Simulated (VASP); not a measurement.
Write the native input for VASP 6.6.1 that does the following.

| Property | Result |
| --- | --- |
| Task | single point |
| Functional | PBE |
| Potentials or basis | VASP PAW PBE potentials, release 64 (Al, P) |
| Cutoff | 520 eV |
| k mesh | 12 × 12 × 6 |
| Occupations | gaussian, width 0.1 eV |
| Spin | no spin polarisation |
| Dipole correction | no |
| Further INCAR settings | ALGO = Normal; EDIFF = 1e-07; NBANDS = 23 |

The structure of AlP5 lies in POSCAR:

```
AlP5
1.0
    5.1716032995      0.0000000000      0.0000000000
   -2.5858016497      4.4787398357      0.0000000000
    0.0000000000      0.0000000000      7.9995788283
Al P
1 5
Direct
    0.0000000000      0.0000000000      0.5000000000
    0.6285950309      0.0000000000      0.0000000000
    0.0000000000      0.6285950309      0.0000000000
    0.3714049691      0.3714049691      0.0000000000
    0.0000000000      0.0000000000      0.1585283932
    0.0000000000      0.0000000000      0.8414716068
```

The cell was generated, and may not be a known phase.

These files were run (other wordings do the same):

INCAR

```
  ALGO = Normal
  EDIFF = 1E-7
  ENCUT = 520
  GGA = PE
  ISIF = 2
  ISMEAR = 0
  LASPH = True
  LCHARG = False
  LREAL = False
  LWAVE = False
  NBANDS = 23
  NELM = 60
  PREC = Accurate
  SIGMA = 0.1
```

KPOINTS

```
k-points
0
Gamma
  12 12 6
```

Potentials or basis: VASP PAW PBE potentials, release 64 (Al, P).

The run is started by

```bash
$ cat potpaw_PBE.64/Al/POTCAR potpaw_PBE.64/P/POTCAR > POTCAR
$ mpirun -np 1 vasp_std > vasp.out
```

Results of the run:

```
Pressure               : -0.1 GPa
Largest force          : 0.066 eV/Å
Band gap on the k mesh : zero (bands 14 and 15 overlap by 1.31 eV)
```

Run time: 11 min on 1 thread of Intel Xeon 8259CL, on a shared host, peak memory 0.46 GiB.
